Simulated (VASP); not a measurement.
# Si2Mo (R-3m) in VASP: further runs

Aim: see how the results for Si2Mo move with the level of theory and the settings. Levels: PBEsol, r2SCAN+rVV10. Tasks: single point, relaxation of cell and atoms.

All numbers are computed with VASP 6.6.1; they aren't measurements. Logs are shortened: lines on timing, memory, paths and dates and some standing lists are left out, and cuts for length are marked.

## Step 1: The cell of the first run

It takes space group R-3m (No. 166, trigonal). Conventional cell: a = 3.591 Å, b = 3.591 Å, c = 12.294 Å, α = 90.00°, β = 90.00°, γ = 120.00°. Within 3.2 Å of Si (site symmetry 3m) lie 3 Si at 2.40 Å and 4 Mo at 2.53 to 2.65 Å. Within 3.3 Å of Mo (site symmetry -3m) lie 8 Si at 2.53 to 2.65 Å.

## Step 2: Single point, PBEsol

INCAR reads:

```
SYSTEM = Si2Mo
  PREC = Accurate
  ENCUT = 520
  EDIFF = 1E-6
  ISMEAR = -1
  SIGMA = 0.03
  LREAL = .False.
  LASPH = .True.
  NELM = 60
  ALGO = Normal
  ISIF = 2
  LWAVE = .False.
  LCHARG = .False.
  GGA = PS
  NBANDS = 18
```

KPOINTS reads:

```
Automatic mesh
0
Gamma
  8 8 8
  0 0 0
```

POSCAR reads:

```
Si2Mo
1.0
    1.7955396489      1.0366552981      4.0981133701
   -1.7955396489      1.0366552981      4.0981133701
    0.0000000000     -2.0733106008      4.0981133690
Si Mo
2 1
Direct
    0.2154851573      0.2154851573      0.2154851573
    0.7845148427      0.7845148427      0.7845148427
    0.0000000000      0.0000000000      0.0000000000
```

Potentials or basis: VASP PAW PBE potentials, release 64 (Si, Mo_sv).

The run is started by

```
> cat potpaw_PBE.64/Si/POTCAR potpaw_PBE.64/Mo_sv/POTCAR > POTCAR
> mpirun -np 1 vasp_std > vasp.out
```

OUTCAR:

```text
SYSTEM = Si2Mo
   PREC = Accurate
   ENCUT = 520
   EDIFF = 1E-6
   ISMEAR = -1
   LREAL = .False.
   LASPH = .True.
   NELM = 60
   ISIF = 2
   GGA = PS

 ion  position               nearest neighbor table
   1  0.215  0.215  0.215-   2 2.40   2 2.40   2 2.40   3 2.53   3 2.53   3 2.53   3 2.65
   2  0.785  0.785  0.785-   1 2.40   1 2.40   1 2.40   3 2.53   3 2.53   3 2.53   3 2.65
   3  0.000  0.000  0.000-   2 2.53   2 2.53   1 2.53   1 2.53   2 2.53   1 2.53   2 2.65   1 2.65

  LATTYP: Found a trigonal (rhomboedric) cell.
 ALAT       =     4.5927279510
 COS(alpha) =     0.6943118855

  Lattice vectors:

 A1 = (   1.7955396489,   1.0366552981,   4.0981133701)
 A2 = (  -1.7955396489,   1.0366552981,   4.0981133701)
 A3 = (   0.0000000000,  -2.0733106008,   4.0981133690)

Analysis of symmetry for initial positions (statically):
=====================================================================
 Subroutine PRICEL returns:
 Original cell was already a primitive cell.

 Routine SETGRP: Setting up the symmetry group for a
 trigonal (rhombohedral) supercell.

 Subroutine GETGRP returns: Found 12 space group operations
 (whereof 12 operations were pure point group operations)
 out of a pool of 12 trial point group operations.

The static configuration has the point symmetry D_3d.

Analysis of symmetry for dynamics (positions and initial velocities):
=====================================================================
 Subroutine PRICEL returns:
 Original cell was already a primitive cell.

 Routine SETGRP: Setting up the symmetry group for a
 trigonal (rhombohedral) supercell.

 Subroutine GETGRP returns: Found 12 space group operations
 (whereof 12 operations were pure point group operations)
 out of a pool of 12 trial point group operations.

The dynamic configuration has the point symmetry D_3d.

 Subroutine INISYM returns: Found 12 space group operations
 (whereof 12 operations are pure point group operations),
 and found     1 'primitive' translations

----------------------------------------------------------------------------------------

                                     Primitive cell

  volume of cell :      45.7683

  direct lattice vectors                    reciprocal lattice vectors
     1.795539649  1.036655298  4.098113370     0.278467813  0.160773467  0.081338241
    -1.795539649  1.036655298  4.098113370    -0.278467813  0.160773467  0.081338241
     0.000000000 -2.073310601  4.098113369     0.000000000 -0.321546934  0.081338241

  length of vectors
     4.592727951  4.592727951  4.592727951     0.331675052  0.331675052  0.331675052

  position of ions in fractional coordinates (direct lattice)
     0.215485157  0.215485157  0.215485157
     0.784514843  0.784514843  0.784514843
     0.000000000  0.000000000  0.000000000

  ion indices of the primitive-cell ions
   primitive index   ion index
                 1           1
                 2           2
                 3           3

----------------------------------------------------------------------------------------

 KPOINTS: Automatic mesh

Automatic generation of k-mesh.
 Grid dimensions read from file:
 generate k-points for:    8    8    8

 Generating k-lattice:

  Cartesian coordinates                     Fractional coordinates (reciprocal lattice)
     0.034808477  0.020096683  0.010167280     0.125000000  0.000000000  0.000000000
    -0.034808477  0.020096683  0.010167280     0.000000000  0.125000000  0.000000000
     0.000000000 -0.040193367  0.010167280     0.000000000  0.000000000  0.125000000

  Length of vectors
     0.041459382  0.041459382  0.041459382

  Shift w.r.t. Gamma in fractional coordinates (k-lattice)
     0.000000000  0.000000000  0.000000000

 Subroutine IBZKPT returns following result:
 ===========================================

 Found     65 irreducible k-points:

 Following reciprocal coordinates:
            Coordinates               Weight
  0.000000  0.000000  0.000000      1.000000
  0.125000 -0.000000  0.000000      6.000000
  0.250000 -0.000000  0.000000      6.000000
  0.375000  0.000000  0.000000      6.000000
  0.500000 -0.000000  0.000000      3.000000
  0.125000  0.125000  0.000000      6.000000
[... 16 lines left out ...]
  0.250000  0.125000  0.125000      6.000000
  0.375000  0.125000  0.125000      6.000000
 [... further k-points ...]
   k-points           NKPTS =     65   k-points in BZ     NKDIM =     65   number of bands    NBANDS=     18
   number of dos      NEDOS =    301   number of ions     NIONS =      3
   total plane-waves  NPLWV =  46656
   dimension x,y,z NGX =    36 NGY =   36 NGZ =   36
   dimension x,y,z NGXF=    72 NGYF=   72 NGZF=   72
   ions per type =               2   1
   NGX,Y,Z   is equivalent  to a cutoff of  13.03, 13.03, 13.03 a.u.
   NGXF,Y,Z  is equivalent  to a cutoff of  26.06, 26.06, 26.06 a.u.
 SYSTEM =  Si2Mo
   PREC   = accura    normal or accurate (medium, high low for compatibility)
   ISTART =      0    job   : 0-new  1-cont  2-samecut
   ICHARG =      2    charge: 1-file 2-atom 10-const
   ISPIN  =      1    spin polarized calculation?
   LNONCOLLINEAR =      F non collinear calculations
   LSORBIT =      F    spin-orbit coupling
   LASPH  =      T    aspherical Exc in radial PAW
   ENCUT  =  520.0 eV  38.22 Ry    6.18 a.u.   8.54  8.54  8.54*2*pi/ulx,y,z
   NELM   =     60;   NELMIN=  2; NELMDL= -5     # of ELM steps
   EDIFF  = 0.1E-05   stopping-criterion for ELM
   LREAL  =      F    real-space projection
   EDIFFG = 0.1E-04   stopping-criterion for IOM
   NSW    =      0    number of steps for IOM
   IBRION =     -1    ionic relax: 0-MD 1-quasi-New 2-CG
   NFREE  =      0    steps in history (QN), initial steepest desc. (CG)
   ISIF   =      2    stress and relaxation
   ISYM   =      2    0-nonsym 1-usesym 2-fastsym
   POTIM  = 0.5000    time-step for ionic-motion
   TEBEG  =    0.0;   TEEND  =   0.0 temperature during run
   PSTRESS=    0.0 pullay stress
   NELECT =      22.0000    total number of electrons
   NUPDOWN=      -1.0000    fix difference up-down
   EMIN   =  10.00;   EMAX   =-10.00  energy-range for DOS
   EFERMI =   0.00;   METHOD = LEGACY
   ISMEAR =    -1;   SIGMA  =   0.03  broadening in eV -4-tet -1-fermi 0-gaus
   EFERMI_NEDOS =   21; number of points for ismear=-14 and -15
   IALGO  =     38    algorithm
   IMIX   =      4    mixing-type and parameters
     AMIX     =   0.40;   BMIX     =  1.00
     AMIX_MAG =   1.60;   BMIX_MAG =  1.00
  volume/ion in A,a.u.               =      15.26       102.95
  Fermi-wavevector in a.u.,A,eV,Ry     =   1.282412  2.423407 22.375872  1.644580
  Thomas-Fermi vector in A             =   2.414725
   LORBIT       =      0    0 simple, 1 ext, 2 COOP (PROOUT), +10 PAW based schemes
   GGA     = PS    functional components
   LHFCALC =     F    Hartree Fock is set to
   AEXX    =    0.0000 exact exchange contribution
   IVDW    =     0    specifies the selected vdW correction
   LEPSILON=     F    determine dielectric tensor
   LRPA    =     F    only Hartree local field effects (RPA)
 non-spin polarized calculation
  energy-cutoff  :      520.00
  volume of cell :       45.77
 maximum number of plane-waves:      1251
 NGX is ok and might be reduce to    36
   NGX = 17   NGY = 17   NGZ = 17

 number of electron      22.0000000 magnetization

 Free energy of the ion-electron system (eV)
  ---------------------------------------------------
  ext. energy  EPLUGINS =         0.00000000
  ---------------------------------------------------
  free energy    TOTEN  =       -23.55735728 eV

  energy without entropy =      -23.55189734  energy(sigma->0) =      -23.55462731

 E-fermi :  10.5217     XC(G=0): -11.7535

 val. band max:       10.5119756540   @ k =  -0.3750   0.2500   0.0000
 cond. band min:      10.5239583850   @ k =   0.5000   0.5000   0.2500
 fundamental gap:      0.0119827310
 Fermi energy:        10.5216607390

 k-point     1 :       0.0000    0.0000    0.0000
  band No.  band energies     occupation
      1     -50.5054      2.00000
      2     -24.7282      2.00000
      3     -24.6419      2.00000
      4     -24.6419      2.00000
      5      -2.5724      2.00000
      6       5.0250      2.00000
[... 10 lines left out ...]
     17      14.4637      0.00000
     18      17.1536      0.00000

 k-point     2 :       0.1250   -0.0000    0.0000
  band No.  band energies     occupation
      1     -50.5042      2.00000
      2     -24.7264      2.00000
      3     -24.6585      2.00000
      4     -24.6459      2.00000
      5      -2.3249      2.00000
      6       5.0531      2.00000
[... 10 lines left out ...]
     17      15.0071      0.00000
     18      16.9509      0.00000

 k-point     3 :       0.2500   -0.0000    0.0000
  band No.  band energies     occupation
      1     -50.5015      2.00000
      2     -24.7223      2.00000
      3     -24.6983      2.00000
      4     -24.6554      2.00000
      5      -1.6213      2.00000
      6       4.1092      2.00000
[... 10 lines left out ...]
     17      15.2665      0.00000
     18      17.5079      0.00000

 k-point     4 :       0.3750    0.0000    0.0000
  band No.  band energies     occupation
      1     -50.4988      2.00000
      2     -24.7379      2.00000
      3     -24.7179      2.00000
      4     -24.6648      2.00000
      5      -0.6143      2.00000
      6       2.9518      2.00000
[... 10 lines left out ...]
     17      14.9455      0.00000
     18      17.9765      0.00000

 k-point     5 :       0.5000   -0.0000    0.0000
  band No.  band energies     occupation
      1     -50.4977      2.00000
      2     -24.7541      2.00000
      3     -24.7162      2.00000
      4     -24.6688      2.00000
      5       0.0785      2.00000
      6       2.2277      2.00000
[... 10 lines left out ...]
     17      15.3077      0.00000
     18      17.7138      0.00000

 k-point     6 :       0.1250    0.1250    0.0000
  band No.  band energies     occupation
      1     -50.5042      2.00000
      2     -24.7273      2.00000
      3     -24.6584      2.00000
      4     -24.6461      2.00000
      5      -2.2779      2.00000
      6       4.7324      2.00000
[... 10 lines left out ...]
     17      15.9603      0.00000
     18      16.1611      0.00000

 k-point     7 :       0.2500    0.1250    0.0000
  band No.  band energies     occupation
      1     -50.5023      2.00000
      2     -24.7250      2.00000
      3     -24.6847      2.00000
      4     -24.6546      2.00000
      5      -1.7593      2.00000
      6       4.2411      2.00000
[... 10 lines left out ...]
     17      15.6297      0.00000
     18      16.9897      0.00000

 k-point     8 :       0.3750    0.1250   -0.0000
  band No.  band energies     occupation
      1     -50.4996      2.00000
      2     -24.7226      2.00000
      3     -24.7186      2.00000
      4     -24.6680      2.00000
      5      -0.8683      2.00000
      6       3.4731      2.00000
[... 10 lines left out ...]
     17      16.0791      0.00000
     18      17.3828      0.00000
[... 229 lines left out ...]
     17      17.3869      0.00000
     18      17.9424      0.00000

 k-point    20 :      -0.3750    0.3750    0.0000
  band No.  band energies     occupation
      1     -50.4968      2.00000
      2     -24.7339      2.00000
      3     -24.7177      2.00000
      4     -24.7045      2.00000
      5       1.5119      2.00000
      6       1.6660      2.00000
[... 10 lines left out ...]
     17      17.0948      0.00000
     18      17.4797      0.00000

 k-point    21 :       0.5000    0.5000    0.0000
  band No.  band energies     occupation
      1     -50.4976      2.00000
      2     -24.7539      2.00000
      3     -24.7213      2.00000
      4     -24.6701      2.00000
      5       1.1056      2.00000
      6       1.7015      2.00000
[... 10 lines left out ...]
     17      18.3185      0.00000
     18      19.2397      0.00000

 k-point    22 :       0.1250    0.1250    0.1250
  band No.  band energies     occupation
      1     -50.5053      2.00000
      2     -24.7308      2.00000
      3     -24.6420      2.00000
      4     -24.6420      2.00000
      5      -2.4339      2.00000
      6       4.3652      2.00000
[... 10 lines left out ...]
     17      15.4862      0.00000
     18      17.3808      0.00000

 k-point    23 :       0.2500    0.1250    0.1250
  band No.  band energies     occupation
      1     -50.5041      2.00000
      2     -24.7304      2.00000
      3     -24.6588      2.00000
      4     -24.6459      2.00000
      5      -2.1073      2.00000
      6       4.1246      2.00000
[... 10 lines left out ...]
     17      16.2817      0.00000
     18      17.4149      0.00000

 k-point    24 :       0.3750    0.1250    0.1250
  band No.  band energies     occupation
      1     -50.5015      2.00000
      2     -24.7263      2.00000
      3     -24.6985      2.00000
      4     -24.6554      2.00000
      5      -1.3697      2.00000
      6       3.9031      2.00000
[... 10 lines left out ...]
     17      16.5663      0.00000
     18      17.5887      0.00000

 [... further k-points ...]
[... 5 lines left out ...]
  --------------------------------------------------------------------------------------
  -------------------------------------------------------------------------------------
  Total        0.0650633      0.0650633      0.0890228      0.0000000     -0.0000000      0.0000000
  in kB        2.2776240      2.2776240      3.1163578      0.0000000     -0.0000000      0.0000000
  external PRESSURE =       2.5572019 kB  Pullay stress =       0.0000000 kB

 VOLUME and BASIS-vectors are now :
 -----------------------------------------------------------------------------
  energy-cutoff  :      520.00
  volume of cell :       45.77
      direct lattice vectors                 reciprocal lattice vectors
     1.795539649  1.036655298  4.098113370     0.278467813  0.160773467  0.081338241
    -1.795539649  1.036655298  4.098113370    -0.278467813  0.160773467  0.081338241
     0.000000000 -2.073310601  4.098113369     0.000000000 -0.321546934  0.081338241

 POSITION                                       TOTAL-FORCE (eV/Angst)
 -----------------------------------------------------------------------------------
      0.00000     -0.00000      2.64925         0.000000      0.000000     -0.004594
      0.00000     -0.00000      9.64509         0.000000     -0.000000      0.004594
      0.00000      0.00000      0.00000         0.000000      0.000000     -0.000000
 -----------------------------------------------------------------------------------
    total drift:                               -0.000000     -0.000000      0.000000

  FREE ENERGIE OF THE ION-ELECTRON SYSTEM (eV)
  ---------------------------------------------------
  free  energy   TOTEN  =       -23.5573572822 eV

  energy  without entropy=      -23.5518973407  energy(sigma->0) =      -23.55462731
```

Wall time 1.9 min (1 thread of AMD EPYC 7R43 (Zen 3), shared host); peak memory 0.18 GiB.

Results:

| Item | Value |
| --- | --- |
| Free energy | -23.5574 eV |
| Pressure | 0.3 GPa |
| Largest force | 0.005 eV/Å |
| Band gap on the k mesh | zero (band 11 reaches 10.88 eV, above the bottom of band 12 at 9.88 eV) |

Forces on the atoms (eV/Å):
```
Si   0.000  0.000 -0.005
Si   0.000  0.000  0.005
Mo   0.000  0.000  0.000
```

Stress tensor (GPa, compression positive):
```
0.23 0.00 0.00
0.00 0.23 0.00
0.00 0.00 0.31
```

Caveat: the PAW data sets were made with another functional, which shifts forces and pressure a little.

## Step 3: Single point, r2SCAN+rVV10

This run uses another cell than the first one, of 15.35 Å³/atom, 1.006 times its volume.

POSCAR reads:

```
Si2Mo
1.0
    1.7968513399      1.0374126033      4.1163638641
   -1.7968513399      1.0374126033      4.1163638641
    0.0000000000     -2.0748252111      4.1163638629
Si Mo
2 1
Direct
    0.2140777212      0.2140777212      0.2140777212
    0.7859222788      0.7859222788      0.7859222788
    0.0000000000      0.0000000000      0.0000000000
```

INCAR.step1 reads:

```
PREC     = Accurate       # precision mode
ENCUT    = 520            # plane-wave cutoff, eV
ISMEAR   = -1             # smearing method
SIGMA    = 0.03           # smearing width, eV
LREAL    = False          # projectors in reciprocal space
LASPH    = True           # aspherical terms in the spheres
NELM     = 100            # most SCF steps
NBANDS   = 18             # bands
GGA      = PE             # functional
ALGO     = Normal         # electronic algorithm
EDIFF    = 1E-4           # SCF threshold, eV
LWAVE    = True           # write WAVECAR
LCHARG   = False          # write CHGCAR
```

INCAR.step2 reads:

```
PREC     = Accurate       # precision mode
ENCUT    = 520            # plane-wave cutoff, eV
EDIFF    = 1E-6           # SCF threshold, eV
ISMEAR   = -1             # smearing method
SIGMA    = 0.03           # smearing width, eV
LREAL    = False          # projectors in reciprocal space
LASPH    = True           # aspherical terms in the spheres
NELM     = 100            # most SCF steps
ALGO     = Normal         # electronic algorithm
ISIF     = 2              # what is computed and relaxed
LWAVE    = False          # write WAVECAR
LCHARG   = True           # write CHGCAR
METAGGA  = R2SCAN         # meta-GGA
LMIXTAU  = True         
LUSE_VDW = True         
IVDW_NL  = 2            
BPARAM   = 11.95        
CPARAM   = 0.0093       
LELF     = True           # ELF
LVHAR    = True         
NBANDS   = 18             # bands
ISTART   = 1
```

KPOINTS reads:

```
regular mesh
0
Gamma
  8 8 8
```

Potentials or basis: VASP PAW PBE potentials, release 64 (Si, Mo_sv).

The run is started by

```
> cat potpaw_PBE.64/Si/POTCAR potpaw_PBE.64/Mo_sv/POTCAR > POTCAR
> cp INCAR.step1 INCAR
> mpirun -np 1 vasp_std > vasp.out
> cp INCAR.step2 INCAR
> mpirun -np 1 vasp_std > vasp.out
```

Wall time 8.6 min (1 thread of AMD EPYC 7R43 (Zen 3), shared host); peak memory 0.36 GiB.

The run converged. Its results:

```
Free energy            : -43.3303 eV
Pressure               : 0.3 GPa
Largest force          : 0.022 eV/Å
Band gap on the k mesh : zero (band 11 reaches 11.00 eV, above the bottom of band 12 at 9.73 eV)
```

Forces on the atoms (eV/Å):
```
Si   0.000  0.000 -0.022
Si   0.000  0.000  0.022
Mo   0.000  0.000  0.000
```

Stress tensor (GPa, compression positive):
```
0.23 0.00 0.00
0.00 0.23 0.00
0.00 0.00 0.42
```

Levels at points of the mesh, in eV from the Fermi level:
```csv
k point,band 9,band 10,band 11,band 12,band 13,band 14
"(0.00, 0.00, 0.00)",-4.09,-1.42,-1.42,2.90,3.08,3.08
"(0.50, 0.00, 0.00)",-3.67,-3.21,0.41,0.81,1.07,2.73
"(0.50, 0.50, 0.00)",-3.21,-3.04,-2.22,0.52,1.28,2.88
"(0.50, 0.50, 0.50)",-2.91,-1.36,-1.36,-0.86,-0.86,2.25
```

Caveat: the PAW data sets were made with another functional, which shifts forces and pressure a little.

[end of part 1 of 2]
